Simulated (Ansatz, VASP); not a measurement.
This is a calculation of In for VASP 6.6.1.

POSCAR

```
In
1.0
   -1.6468602161      1.6468602161      2.5062524172
    1.6468602161     -1.6468602161      2.5062524172
    1.6468602161      1.6468602161     -2.5062524172
In
1
Direct
    0.0000000000      0.0000000000      0.0000000000
```

File INCAR.step1:

```
PREC = Accurate
ENCUT = 520
EDIFF = 1E-5
ISMEAR = -1
SIGMA = 0.05
LREAL = False
LASPH = True
NELM = 80
ALGO = Normal
ISIF = 2
LWAVE = True
LCHARG = False
NBANDS = 12
GGA = PE
```

File INCAR.step2:

```
PREC = Accurate
ENCUT = 520
EDIFF = 1E-7
ISMEAR = -1
SIGMA = 0.05
LREAL = False
LASPH = True
NELM = 80
ALGO = Normal
ISIF = 2
LWAVE = False
LCHARG = False
GGA = PE
LHFCALC = True
AEXX = 0.25
PRECFOCK = Normal
NBANDS = 12
ISTART = 1
```

Contents of KPOINTS:

```
regular mesh
0
Gamma
  6 6 6
```

Potentials or basis: VASP PAW PBE potentials, release 64 (In_d).

The run is started by

```sh
$ cat potpaw_PBE.64/In_d/POTCAR > POTCAR
$ cp INCAR.step1 INCAR
$ mpirun -np 1 vasp_std > vasp.out
$ cp INCAR.step2 INCAR
$ mpirun -np 1 vasp_std > vasp.out
```

Problem. Set up the same calculation for Ansatz 0.2.0. Potentials there: Ansatz PAW.

Solution. As run (the cutoff follows the program's own potentials):

Contents of input.yaml:

```yaml
crystal:
  lattice:
    - [-1.6468602161, 1.6468602161, 2.5062524172]
    - [1.6468602161, -1.6468602161, 2.5062524172]
    - [1.6468602161, 1.6468602161, -2.5062524172]
  atoms:
    - { symbol: In, position: [0.0, 0.0, 0.0] }
hamiltonian:
  xc: pbe0
  pseudopotentials: { kind: paw }
kpoints:
  mp_grid: { grid: [6, 6, 6] }
scf:
  occupations: { method: fermi_dirac, width: 0.05 }
output:
  forces: true
  stress: true
  eigenvalues: true
```

Potentials or basis: Ansatz PAW.

Run with:

```sh
$ ansatz run input.yaml --threads 2 --pin off --max-ram 5632MiB --backend cpu --events-out ev --progress --plain --runs-dir out
```

Both were run:

|  | VASP | Ansatz | Ansatz less VASP |
| --- | --- | --- | --- |
| gap on the k mesh at the Fermi level (eV) | none | none | - |
| pressure (GPa) | -1.3 | -1.2 | +0.10 |
| traceless stress, the component that is largest in VASP (GPa) | 1.79 | 1.79 | +0.001 |

A gap of «none» marks a metal or a gap that the smearing closes.

The k mesh is coarse, so the values compare programs but aren't converged.
